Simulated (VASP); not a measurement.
Wanted: the native input for a VASP 6.6.1 run.

| Property | Result |
| --- | --- |
| Task | single point |
| Functional | PBE |
| Potentials or basis | VASP PAW PBE potentials, release 64 (Ba_sv, Zr_sv, O) |
| Cutoff | 520 eV |
| k mesh | 6 × 6 × 6 |
| Occupations | gaussian, width 0.05 eV |
| Spin | no spin polarisation |
| Dipole correction | no |
| Further INCAR settings | ALGO = Normal; EDIFF = 1e-07; NBANDS = 28 |

The structure of BaZrO3 lies in POSCAR:

```
BaZrO3
1.0
    4.1815000000      0.0000000000      0.0000000000
    0.0000000000      4.1815000000      0.0000000000
    0.0000000000      0.0000000000      4.1815000000
Ba Zr O
1 1 3
Direct
    0.5000000000      0.5000000000      0.5000000000
    0.0000000000      0.0000000000      0.0000000000
    0.5000000000      0.0000000000      0.0000000000
    0.0000000000      0.5000000000      0.0000000000
    0.0000000000      0.0000000000      0.5000000000
```

One way to write it, as run:

INCAR

```
PREC     = Accurate       # precision mode
ENCUT    = 520            # plane-wave cutoff, eV
EDIFF    = 1E-7           # SCF threshold, eV
ISMEAR   = 0              # smearing method
SIGMA    = 0.05           # smearing width, eV
LREAL    = F              # projectors in reciprocal space
LASPH    = T              # aspherical terms in the spheres
NELM     = 60             # most SCF steps
ALGO     = Normal         # electronic algorithm
ISIF     = 2              # what is computed and relaxed
LWAVE    = F              # write WAVECAR
LCHARG   = F              # write CHGCAR
GGA      = PE             # functional
NBANDS   = 28             # bands
```

KPOINTS

```
Automatic mesh
0
Gamma
  6 6 6
```

Potentials or basis: VASP PAW PBE potentials, release 64 (Ba_sv, Zr_sv, O).

Launch:

```sh
$ cat potpaw_PBE.64/Ba_sv/POTCAR potpaw_PBE.64/Zr_sv/POTCAR potpaw_PBE.64/O/POTCAR > POTCAR
$ mpirun -np 1 vasp_std > vasp.out
```

It gave:

| Item | Value |
| --- | --- |
| Pressure | 6.3 GPa |
| Band gap on the k mesh | 3.20 eV, indirect (least direct gap 3.42 eV) |

Caveat: spin-orbit coupling is left out, which moves the levels of the heavy elements.

Run time: 27 s on 1 thread of AMD EPYC 9R14 (Zen 4), on a shared host, peak memory 0.16 GiB.
